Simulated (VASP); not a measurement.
# AlN (P6_3/mmc) in VASP: a series of runs, part 2 of 2

VASP 6.6.1. Earlier steps stand in the parts before.

### Step 4. Single point, PBEsol (volume 10.473 Å^3 an atom, c/a of the conventional cell 1.2144)

File INCAR:

```
ALGO     = Normal         # electronic algorithm
EDIFF    = 1E-6           # SCF threshold, eV
ENCUT    = 520            # plane-wave cutoff, eV
GGA      = PS             # functional
ISIF     = 2              # what is computed and relaxed
ISMEAR   = 0              # smearing method
LASPH    = True           # aspherical terms in the spheres
LCHARG   = True           # write CHGCAR
LELF     = True           # ELF
LREAL    = False          # projectors in reciprocal space
LVHAR    = True         
LWAVE    = False          # write WAVECAR
NBANDS   = 16             # bands
NELM     = 60             # most SCF steps
PREC     = Accurate       # precision mode
SIGMA    = 0.05           # smearing width, eV
```

File KPOINTS:

```
k-points
0
Gamma
  9 9 6
```

File POSCAR:

```
AlN
1.0
    3.4151745194      0.0000000000      0.0000000000
   -1.7075872597      2.9576278921      0.0000000000
    0.0000000000      0.0000000000      4.1473879364
Al N
2 2
Direct
    0.3333333333      0.6666666667      0.7500000000
    0.6666666667      0.3333333333      0.2500000000
    0.3333333333      0.6666666667      0.2500000000
    0.6666666667      0.3333333333      0.7500000000
```

Potentials or basis: VASP PAW PBE potentials, release 64 (Al, N).

Command:

```
> cat potpaw_PBE.64/Al/POTCAR potpaw_PBE.64/N/POTCAR > POTCAR
> mpirun -np 1 vasp_std > vasp.out
```

OUTCAR:

```text
EDIFF = 1E-6
   ENCUT = 520
   GGA = PS
   ISIF = 2
   ISMEAR = 0
   LASPH = True
   LREAL = False
   NELM = 60
   PREC = Accurate

 ion  position               nearest neighbor table
   1  0.333  0.667  0.750-   4 1.97   4 1.97   4 1.97   3 2.07   3 2.07   2 2.86   2 2.86   2 2.86
                             2 2.86   2 2.86   2 2.86
   2  0.667  0.333  0.250-   3 1.97   3 1.97   3 1.97   4 2.07   4 2.07   1 2.86   1 2.86   1 2.86
                             1 2.86   1 2.86   1 2.86
   3  0.333  0.667  0.250-   2 1.97   2 1.97   2 1.97   1 2.07   1 2.07
   4  0.667  0.333  0.750-   1 1.97   1 1.97   1 1.97   2 2.07   2 2.07

  LATTYP: Found a hexagonal cell.
 ALAT       =     3.4151745194
 C/A-ratio  =     1.2144000000

  Lattice vectors:

 A1 = (   3.4151745194,   0.0000000000,   0.0000000000)
 A2 = (  -1.7075872597,   2.9576278921,   0.0000000000)
 A3 = (   0.0000000000,   0.0000000000,   4.1473879364)

Analysis of symmetry for initial positions (statically):
=====================================================================
 Subroutine PRICEL returns:
 Original cell was already a primitive cell.

 Routine SETGRP: Setting up the symmetry group for a
 hexagonal supercell.

 Subroutine GETGRP returns: Found 24 space group operations
 (whereof 12 operations were pure point group operations)
 out of a pool of 24 trial point group operations.

The static configuration has the point symmetry D_3d.
 The point group associated with its full space group is D_6h.

Analysis of symmetry for dynamics (positions and initial velocities):
=====================================================================
 Subroutine PRICEL returns:
 Original cell was already a primitive cell.

 Routine SETGRP: Setting up the symmetry group for a
 hexagonal supercell.

 Subroutine GETGRP returns: Found 24 space group operations
 (whereof 12 operations were pure point group operations)
 out of a pool of 24 trial point group operations.

The dynamic configuration has the point symmetry D_3d.
 The point group associated with its full space group is D_6h.

 Subroutine INISYM returns: Found 24 space group operations
 (whereof 12 operations are pure point group operations),
 and found     1 'primitive' translations

----------------------------------------------------------------------------------------

                                     Primitive cell

  volume of cell :      41.8920

  direct lattice vectors                    reciprocal lattice vectors
     3.415174519  0.000000000  0.000000000     0.292810805  0.169054397  0.000000000
    -1.707587260  2.957627892  0.000000000     0.000000000  0.338108794  0.000000000
     0.000000000  0.000000000  4.147387936     0.000000000  0.000000000  0.241115617

  length of vectors
     3.415174519  3.415174519  4.147387936     0.338108794  0.338108794  0.241115617

  position of ions in fractional coordinates (direct lattice)
     0.333333333  0.666666667  0.750000000
     0.666666667  0.333333333  0.250000000
     0.333333333  0.666666667  0.250000000
     0.666666667  0.333333333  0.750000000

  ion indices of the primitive-cell ions
   primitive index   ion index
[... 22 lines left out ...]

  Shift w.r.t. Gamma in fractional coordinates (k-lattice)
     0.000000000  0.000000000  0.000000000

 Subroutine IBZKPT returns following result:
 ===========================================

 Found     48 irreducible k-points:

 Following reciprocal coordinates:
            Coordinates               Weight
  0.000000  0.000000  0.000000      1.000000
  0.111111  0.000000  0.000000      6.000000
  0.222222  0.000000  0.000000      6.000000
  0.333333  0.000000  0.000000      6.000000
  0.444444  0.000000  0.000000      6.000000
  0.111111  0.111111  0.000000      6.000000
[... 16 lines left out ...]
  0.333333  0.222222  0.166667     24.000000
  0.333333  0.333333  0.166667      4.000000
 [... further k-points ...]
   k-points           NKPTS =     48   k-points in BZ     NKDIM =     48   number of bands    NBANDS=     16
   number of dos      NEDOS =    301   number of ions     NIONS =      4
   total plane-waves  NPLWV =  25088
   dimension x,y,z NGX =    28 NGY =   28 NGZ =   32
   dimension x,y,z NGXF=    56 NGYF=   56 NGZF=   64
   ions per type =               2   2
   NGX,Y,Z   is equivalent  to a cutoff of  13.63, 13.63, 12.83 a.u.
   NGXF,Y,Z  is equivalent  to a cutoff of  27.26, 27.26, 25.65 a.u.
 SYSTEM =  unknown system
   PREC   = accura    normal or accurate (medium, high low for compatibility)
   ISTART =      0    job   : 0-new  1-cont  2-samecut
   ICHARG =      2    charge: 1-file 2-atom 10-const
   ISPIN  =      1    spin polarized calculation?
   LNONCOLLINEAR =      F non collinear calculations
   LSORBIT =      F    spin-orbit coupling
   LASPH  =      T    aspherical Exc in radial PAW
   ENCUT  =  520.0 eV  38.22 Ry    6.18 a.u.   6.35  6.35  7.71*2*pi/ulx,y,z
   NELM   =     60;   NELMIN=  2; NELMDL= -5     # of ELM steps
   EDIFF  = 0.1E-05   stopping-criterion for ELM
   LREAL  =      F    real-space projection
   EDIFFG = 0.1E-04   stopping-criterion for IOM
   NSW    =      0    number of steps for IOM
   IBRION =     -1    ionic relax: 0-MD 1-quasi-New 2-CG
   NFREE  =      0    steps in history (QN), initial steepest desc. (CG)
   ISIF   =      2    stress and relaxation
   ISYM   =      2    0-nonsym 1-usesym 2-fastsym
   POTIM  = 0.5000    time-step for ionic-motion
   TEBEG  =    0.0;   TEEND  =   0.0 temperature during run
   PSTRESS=    0.0 pullay stress
   NELECT =      16.0000    total number of electrons
   NUPDOWN=      -1.0000    fix difference up-down
   EMIN   =  10.00;   EMAX   =-10.00  energy-range for DOS
   EFERMI =   0.00;   METHOD = LEGACY
   ISMEAR =     0;   SIGMA  =   0.05  broadening in eV -4-tet -1-fermi 0-gaus
   EFERMI_NEDOS =   21; number of points for ismear=-14 and -15
   IALGO  =     38    algorithm
   IMIX   =      4    mixing-type and parameters
     AMIX     =   0.40;   BMIX     =  1.00
     AMIX_MAG =   1.60;   BMIX_MAG =  1.00
  volume/ion in A,a.u.               =      10.47        70.68
  Fermi-wavevector in a.u.,A,eV,Ry     =   1.187785  2.244588 19.195547  1.410833
  Thomas-Fermi vector in A             =   2.323929
   LORBIT       =      0    0 simple, 1 ext, 2 COOP (PROOUT), +10 PAW based schemes
   GGA     = PS    functional components
   LHFCALC =     F    Hartree Fock is set to
   AEXX    =    0.0000 exact exchange contribution
   IVDW    =     0    specifies the selected vdW correction
   LEPSILON=     F    determine dielectric tensor
   LRPA    =     F    only Hartree local field effects (RPA)
 non-spin polarized calculation
 Gauss-broadening in eV      SIGMA  =   0.05
  energy-cutoff  :      520.00
  volume of cell :       41.89
 maximum number of plane-waves:      1150
 NGX is ok and might be reduce to    28
   NGX = 13   NGY = 13   NGZ = 15

 number of electron      15.9999998 magnetization

 Free energy of the ion-electron system (eV)
  ---------------------------------------------------
  ext. energy  EPLUGINS =         0.00000000
  ---------------------------------------------------
  free energy    TOTEN  =       -30.80182197 eV

  energy without entropy =      -30.80182197  energy(sigma->0) =      -30.80182197

 E-fermi :   7.3150     XC(G=0): -11.1185

 val. band max:        7.1015850136   @ k =   0.0000   0.0000   0.0000
 cond. band min:      10.0425605232   @ k =   0.0000   0.0000   0.0000
 fundamental gap:      2.9409755096
 Fermi energy:         7.3150466874

 k-point     1 :       0.0000    0.0000    0.0000
  band No.  band energies     occupation
      1      -9.1089      2.00000
      2      -5.4915      2.00000
      3       0.7400      2.00000
      4       4.0194      2.00000
      5       4.0194      2.00000
      6       5.8371      2.00000
[... 433 lines left out ...]
      3       0.9919      2.00000
      4       1.8709      2.00000
      5       1.8709      2.00000
      6       4.6355      2.00000
[... 8 lines left out ...]
     15      18.2647      0.00000
     16      19.8570      0.00000

 [... further k-points ...]
[... 5 lines left out ...]
  --------------------------------------------------------------------------------------
  -------------------------------------------------------------------------------------
  Total       -4.0600269     -4.0600269     -2.4011477      0.0000000      0.0000000      0.0000000
  in kB     -155.2774541   -155.2774541    -91.8329116      0.0000000      0.0000000      0.0000000
  external PRESSURE =    -134.1292733 kB  Pullay stress =       0.0000000 kB

 VOLUME and BASIS-vectors are now :
 -----------------------------------------------------------------------------
  energy-cutoff  :      520.00
  volume of cell :       41.89
      direct lattice vectors                 reciprocal lattice vectors
     3.415174519  0.000000000  0.000000000     0.292810805  0.169054397  0.000000000
    -1.707587260  2.957627892  0.000000000     0.000000000  0.338108794  0.000000000
     0.000000000  0.000000000  4.147387936     0.000000000  0.000000000  0.241115617

 POSITION                                       TOTAL-FORCE (eV/Angst)
 -----------------------------------------------------------------------------------
     -0.00000      1.97175      3.11054         0.000000     -0.000000      0.000000
      1.70759      0.98588      1.03685        -0.000000      0.000000      0.000000
     -0.00000      1.97175      1.03685        -0.000000     -0.000000      0.000000
      1.70759      0.98588      3.11054         0.000000      0.000000      0.000000
 -----------------------------------------------------------------------------------
    total drift:                                0.000000     -0.000000      0.000000

  FREE ENERGIE OF THE ION-ELECTRON SYSTEM (eV)
  ---------------------------------------------------
  free  energy   TOTEN  =       -30.8018219709 eV

  energy  without entropy=      -30.8018219709  energy(sigma->0) =      -30.80182197
```

Wall time 19 s (1 thread of Intel Xeon Platinum 8488C (Sapphire Rapids), shared host); peak memory 0.17 GiB.

What came out:

* Free energy: -30.8018 eV
* Pressure: -13.4 GPa
* Band gap on the k mesh: 2.94 eV, direct

Stress tensor (GPa, compression positive):
```
-15.53   0.00   0.00
  0.00 -15.53   0.00
  0.00   0.00  -9.18
```

Caveat: the PAW data sets were made with another functional, which shifts forces and pressure a little.

### Step 5. Single point, PBEsol (volume 10.708 Å^3 an atom, c/a of the conventional cell 1.2743)

File INCAR:

```
SYSTEM = AlN
  PREC = Accurate
  ENCUT = 520
  EDIFF = 1E-6
  ISMEAR = 0
  SIGMA = 0.05
  LREAL = .False.
  LASPH = .True.
  NELM = 80
  ALGO = Normal
  ISIF = 2
  LWAVE = .False.
  LCHARG = .False.
  GGA = PS
  NBANDS = 16
```

File KPOINTS:

```
Automatic mesh
0
Gamma
  9 9 6
  0 0 0
```

File POSCAR:

```
AlN
1.0
    3.3857535800      0.0000000000      0.0000000000
   -1.6928767900      2.9321486112      0.0000000000
    0.0000000000      0.0000000000      4.3144657870
Al N
2 2
Direct
    0.3333333333      0.6666666667      0.7500000000
    0.6666666667      0.3333333333      0.2500000000
    0.3333333333      0.6666666667      0.2500000000
    0.6666666667      0.3333333333      0.7500000000
```

Command:

```
> cat potpaw_PBE.64/Al/POTCAR potpaw_PBE.64/N/POTCAR > POTCAR
> mpirun -np 1 vasp_std > vasp.out
```

Run time: 19 s. Hardware: 1 thread of Intel Xeon Platinum 8488C (Sapphire Rapids), shared host; peak memory 0.16 GiB.

Results (log left out):

```yaml
Free_energy: -30.7443 eV
Pressure: -16.2 GPa
Band_gap_on_the_k_mesh: 2.62 eV, direct
```

Stress tensor (GPa, compression positive):
```
-16.55   0.00   0.00
  0.00 -16.55   0.00
  0.00   0.00 -15.43
```

Levels at points of the mesh, in eV from the valence-band top:
```tsv
k point	band 4	band 5	band 6	band 7	band 8	band 9	band 10	band 11	band 12	band 13
(0.00, 0.00, 0.00)	-3.08	-3.08	-1.53	-1.53	0.00	2.62	3.76	7.77	7.77	10.52
(0.00, 0.00, 0.50)	-3.65	-2.34	-2.34	-2.34	-2.34	5.08	5.08	8.00	8.00	8.00
```

Caveat: the PAW data sets were made with another functional, which shifts forces and pressure a little.

### Step 6. Single point, PBEsol (volume 10.708 Å^3 an atom, c/a of the conventional cell 1.3158)

File INCAR:

```
SYSTEM = AlN
ALGO = Normal
EDIFF = 1E-7
ENCUT = 520
GGA = PS
ISIF = 2
ISMEAR = 0
LASPH = .TRUE.
LCHARG = .TRUE.
LELF = .TRUE.
LREAL = .FALSE.
LVHAR = .TRUE.
LWAVE = .FALSE.
NBANDS = 16
NELM = 80
PREC = Accurate
SIGMA = 0.05
```

File KPOINTS:

```
k-points
0
G
  9 9 6
  0 0 0
```

File POSCAR:

```
AlN
1.0
    3.3497773885      0.0000000000      0.0000000000
   -1.6748886943      2.9009923155      0.0000000000
    0.0000000000      0.0000000000      4.4076370878
Al N
2 2
Direct
    0.3333333333      0.6666666667      0.7500000000
    0.6666666667      0.3333333333      0.2500000000
    0.3333333333      0.6666666667      0.2500000000
    0.6666666667      0.3333333333      0.7500000000
```

Potentials or basis: VASP PAW PBE potentials, release 64 (Al, N).

Command:

```
> cat potpaw_PBE.64/Al/POTCAR potpaw_PBE.64/N/POTCAR > POTCAR
> mpirun -np 1 vasp_std > vasp.out
```

OUTCAR:

```text
SYSTEM = AlN
   EDIFF = 1E-7
   ENCUT = 520
   GGA = PS
   ISIF = 2
   ISMEAR = 0
   LASPH = .TRUE.
   LREAL = .FALSE.
   NELM = 80
   PREC = Accurate

 ion  position               nearest neighbor table
   1  0.333  0.667  0.750-   4 1.93   4 1.93   4 1.93   3 2.20   3 2.20   2 2.93   2 2.93   2 2.93
                             2 2.93   2 2.93   2 2.93
   2  0.667  0.333  0.250-   3 1.93   3 1.93   3 1.93   4 2.20   4 2.20   1 2.93   1 2.93   1 2.93
                             1 2.93   1 2.93   1 2.93
   3  0.333  0.667  0.250-   2 1.93   2 1.93   2 1.93   1 2.20   1 2.20
[... 662 lines left out ...]
  --------------------------------------------------------------------------------------
  -------------------------------------------------------------------------------------
  Total       -3.8375101     -3.8375101     -4.3699279      0.0000000     -0.0000000      0.0000000
  in kB     -143.5462191   -143.5462191   -163.4618842      0.0000000     -0.0000000      0.0000000
  external PRESSURE =    -150.1847742 kB  Pullay stress =       0.0000000 kB

 VOLUME and BASIS-vectors are now :
 -----------------------------------------------------------------------------
  energy-cutoff  :      520.00
  volume of cell :       42.83
      direct lattice vectors                 reciprocal lattice vectors
     3.349777389  0.000000000  0.000000000     0.298527300  0.172354817  0.000000000
    -1.674888694  2.900992315  0.000000000     0.000000000  0.344709634  0.000000000
     0.000000000  0.000000000  4.407637088     0.000000000  0.000000000  0.226878933

 POSITION                                       TOTAL-FORCE (eV/Angst)
 -----------------------------------------------------------------------------------
     -0.00000      1.93399      3.30573        -0.000000      0.000000      0.000000
      1.67489      0.96700      1.10191        -0.000000     -0.000000      0.000000
     -0.00000      1.93399      1.10191         0.000000      0.000000      0.000000
      1.67489      0.96700      3.30573        -0.000000     -0.000000      0.000000
 -----------------------------------------------------------------------------------
    total drift:                                0.000000     -0.000000      0.000000

  FREE ENERGIE OF THE ION-ELECTRON SYSTEM (eV)
  ---------------------------------------------------
  free  energy   TOTEN  =       -30.7417810535 eV

  energy  without entropy=      -30.7417810535  energy(sigma->0) =      -30.74178105
```

OSZICAR:

```text
N       E                     dE             d eps       ncg     rms          rms(c)
DAV:   1     0.411035126244E+02    0.41104E+02   -0.72091E+03  1536   0.893E+02
DAV:   2    -0.311081311490E+02   -0.72212E+02   -0.65492E+02  2256   0.182E+02
DAV:   3    -0.347195559217E+02   -0.36114E+01   -0.35945E+01  1784   0.425E+01
DAV:   4    -0.347428156099E+02   -0.23260E-01   -0.23257E-01  1936   0.384E+00
DAV:   5    -0.347431328626E+02   -0.31725E-03   -0.31725E-03  1792   0.449E-01    0.109E+01
DAV:   6    -0.307999101735E+02    0.39432E+01   -0.82595E+00  1968   0.211E+01    0.380E+00
DAV:   7    -0.307830185215E+02    0.16892E-01   -0.56048E-01  1648   0.519E+00    0.270E+00
DAV:   8    -0.307489165576E+02    0.34102E-01   -0.95444E-02  1600   0.258E+00    0.890E-01
DAV:   9    -0.307414894789E+02    0.74271E-02   -0.16412E-02  1888   0.100E+00    0.287E-01
DAV:  10    -0.307418756672E+02   -0.38619E-03   -0.20715E-03  1784   0.307E-01    0.178E-01
DAV:  11    -0.307417828883E+02    0.92779E-04   -0.12668E-04  1784   0.854E-02    0.434E-02
DAV:  12    -0.307417815832E+02    0.13050E-05   -0.57461E-06  1800   0.195E-02    0.969E-03
DAV:  13    -0.307417809963E+02    0.58688E-06   -0.28496E-06  1904   0.127E-02    0.424E-03
DAV:  14    -0.307417810535E+02   -0.57158E-07   -0.16883E-07  1136   0.378E-03
   1 F= -.30741781E+02 E0= -.30741781E+02  d E =-.177392E-12
```

Wall time 22 s (1 thread of Intel Xeon Platinum 8488C (Sapphire Rapids), shared host); peak memory 0.17 GiB.

What came out:

| Property | Result |
| --- | --- |
| Free energy | -30.7418 eV |
| Pressure | -15.0 GPa |
| Band gap on the k mesh | 2.52 eV, direct |

Stress tensor (GPa, compression positive):
```
-14.35   0.00   0.00
  0.00 -14.35   0.00
  0.00   0.00 -16.35
```

Caveat: the PAW data sets were made with another functional, which shifts forces and pressure a little.

### Step 7. Summary

```csv
cell,gap on the mesh (eV),pressure (GPa)
"a = 3.307, b = 3.307, c = 4.422 Å, angles 90.0, 90.0, 120.0°, 4 atoms",2.65,-10.6
"a = 3.452, b = 3.452, c = 4.060 Å, angles 90.0, 90.0, 120.0°, 4 atoms",3.06,-13.0
"a = 3.415, b = 3.415, c = 4.147 Å, angles 90.0, 90.0, 120.0°, 4 atoms",2.94,-13.4
"a = 3.386, b = 3.386, c = 4.314 Å, angles 90.0, 90.0, 120.0°, 4 atoms",2.62,-16.2
"a = 3.350, b = 3.350, c = 4.408 Å, angles 90.0, 90.0, 120.0°, 4 atoms",2.52,-15.0
```

Alike in all rows: task single point; level PBEsol; potentials or basis VASP PAW PBE potentials, release 64 (Al, N); no spin polarisation; k mesh 9 × 9 × 6; cutoff (eV) 520; smearing gaussian 0.05 eV.

Caveats: the PAW data sets were made with another functional, which shifts forces and pressure a little.

Absolute energies hang on the potentials; compare differences alone.
